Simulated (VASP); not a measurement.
A run of VASP 6.6.1 is set up as follows.

Contents of INCAR:

```
SYSTEM = Be
  PREC = Accurate
  ENCUT = 520
  EDIFF = 1E-7
  ISMEAR = -1
  SIGMA = 0.1
  LREAL = .FALSE.
  LASPH = .TRUE.
  NELM = 80
  ALGO = Normal
  ISIF = 2
  LWAVE = .FALSE.
  LCHARG = .FALSE.
  GGA = B5
  ALDAX = 1.0
  AGGAX = 1.0
  AGGAC = 1.0
  ALDAC = 0.0
  NBANDS = 7
```

File KPOINTS:

```
Automatic mesh
0
G
  19 19 19
  0 0 0
```

POSCAR

```
Be
1.0
    0.0000000000      1.5367713449      1.5367713449
    1.5367713449      0.0000000000      1.5367713449
    1.5367713449      1.5367713449      0.0000000000
Be
1
Direct
    0.0000000000      0.0000000000      0.0000000000
```

Potentials or basis: VASP PAW PBE potentials, release 64 (Be).

Launch:

```bash
$ cat potpaw_PBE.64/Be/POTCAR > POTCAR
$ mpirun -np 1 vasp_std > vasp.out
```

Predict the pressure.

11.5 GPa.

Predict the band gap on the k mesh.

zero (band 1 reaches 9.32 eV, above the bottom of band 2 at 8.73 eV).

Caveat: the PAW data sets were made with another functional, which shifts forces and pressure a little.
